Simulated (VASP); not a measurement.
Write the native input for VASP 6.6.1 that does the following.

| Quantity | Value |
| --- | --- |
| Task | single point |
| Functional | r2SCAN |
| Potentials or basis | VASP PAW PBE potentials, release 64 (Ga_d) |
| Cutoff | 520 eV |
| k mesh | 9 × 9 × 12 |
| Occupations | fermi-dirac, width 0.1 eV |
| Spin | no spin polarisation |
| Dipole correction | no |
| Further INCAR settings | ALGO = Normal; EDIFF = 1e-06; NBANDS = 26 |

The system is Ga.

```
CELL_PARAMETERS angstrom
4.41018 0.00000 0.00000
-2.20509 3.81933 0.00000
0.00000 0.00000 2.87007
ATOMIC_POSITIONS crystal
Ga 0.00000 0.00000 0.00000
Ga 0.33333 0.66667 0.50000
Ga 0.66667 0.33333 0.50000
```

This cell differs from its parent crystal: volume scaled by 0.88.

One way to write it, as run:

POSCAR

```
Ga
1.0
    4.4101786341      0.0000000000      0.0000000000
   -2.2050893171      3.8193267323      0.0000000000
    0.0000000000      0.0000000000      2.8700727917
Ga
3
Direct
    0.0000000000      1.0000000000      0.0000000000
    0.3333333333      0.6666666667      0.5000000000
    0.6666666667      0.3333333333      0.5000000000
```

INCAR.step1

```
SYSTEM = Ga
  PREC = Accurate
  ENCUT = 520
  ISMEAR = -1
  SIGMA = 0.1
  LREAL = .FALSE.
  LASPH = .TRUE.
  NELM = 100
  NBANDS = 26
  GGA = PE
  ALGO = Normal
  EDIFF = 1E-4
  LWAVE = .TRUE.
  LCHARG = .FALSE.
```

INCAR.step2

```
SYSTEM = Ga
  PREC = Accurate
  ENCUT = 520
  EDIFF = 1E-6
  ISMEAR = -1
  SIGMA = 0.1
  LREAL = .FALSE.
  LASPH = .TRUE.
  NELM = 100
  ALGO = Normal
  ISIF = 2
  LWAVE = .FALSE.
  LCHARG = .FALSE.
  METAGGA = R2SCAN
  LMIXTAU = .TRUE.
  NBANDS = 26
  ISTART = 1
```

KPOINTS

```
Automatic mesh
0
G
  9 9 12
  0 0 0
```

Potentials or basis: VASP PAW PBE potentials, release 64 (Ga_d).

Run with:

```sh
$ cat potpaw_PBE.64/Ga_d/POTCAR > POTCAR
$ cp INCAR.step1 INCAR
$ mpirun -np 1 vasp_std > vasp.out
$ cp INCAR.step2 INCAR
$ mpirun -np 1 vasp_std > vasp.out
```

It gave:

```yaml
Pressure: 10.0 GPa
```

Caveat: the PAW data sets were made with another functional, which shifts forces and pressure a little.

It took 2 min on 1 thread of Intel(R) Xeon(R) 6975P-C (Granite Rapids), with other jobs on the host, peak memory 0.23 GiB.
